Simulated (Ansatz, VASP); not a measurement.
## ZnO in VASP and in Ansatz

```
CELL_PARAMETERS angstrom
3.18655 0.00000 0.00000
0.00000 5.15301 0.00000
0.00000 0.00000 19.67950
ATOMIC_POSITIONS crystal
Zn 0.00000 0.08691 0.42985
Zn 0.50000 0.55903 0.44022
Zn 0.50000 0.05903 0.55978
Zn 0.00000 0.58691 0.57015
O 0.00000 0.42827 0.40500
O 0.50000 0.92580 0.45718
O 0.50000 0.42580 0.54282
O 0.00000 0.92827 0.59500
```

Alike in both runs: functional LDA; k mesh 9 × 6 × 1; occupations fermi-dirac, width 0.02 eV; no spin polarisation.

Ansatz relaxed the structure, and its values are those at the end. VASP's run is a single point on that final structure, the one shown.

```csv
,VASP,Ansatz
version,VASP 6.6.1,Ansatz 0.2.0
potentials or method,"VASP PAW LDA potentials, release 64 (Zn, O)","PAW with Ansatz's default frozen-core files, scalar-relativistic"
plane-wave cutoff (eV),520,420
valence electrons in the cell,72,72
```

```csv
,VASP,Ansatz,Ansatz less VASP
gap on the k mesh at the Fermi level (eV),1.30,1.29,-0.007
rms of the force components (eV/Å),0.040,0.002,-0.0381
```

LDA's correlation is that of Perdew and Zunger in VASP and of Perdew and Wang (1992) in Ansatz. Ansatz's warnings: stress scf threshold loose.
